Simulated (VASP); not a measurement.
Zn: single point with LDA

Zn:

```
Zn
1.0
     2.30290    0.00000    0.00000
     0.00000    2.30290    0.00000
     0.00000    0.00000    2.30290
Zn
1
Direct
  0.00000 0.00000 0.00000
```

This cell differs from its parent crystal: volume scaled by 0.76.

- Program: VASP 6.6.1
- Task: single point
- Functional: LDA
- Potentials or basis: VASP PAW LDA potentials, release 64 (Zn)
- Cutoff: 520 eV
- k mesh: 15 × 15 × 15
- Occupations: fermi-dirac, width 0.1 eV
- Spin: no spin polarisation

- Pressure: 39.9 GPa
- Band gap on the k mesh: zero (band 6 reaches 10.85 eV, above the bottom of band 7 at 2.36 eV)

Levels at points of the mesh, in eV from the Fermi level:
| k point | band 2 | band 3 | band 4 | band 5 | band 6 | band 7 | band 8 | band 9 | band 10 | band 11 |
| --- | --- | --- | --- | --- | --- | --- | --- | --- | --- | --- |
| (0.00, 0.00, 0.00) | -9.75 | -9.75 | -7.42 | -7.42 | -7.42 | 15.69 | 15.69 | 15.69 | 19.13 | 19.13 |

Run time: 7.5 s on 1 thread of Intel Xeon 6975P-C, on a shared host, peak memory 0.12 GiB.
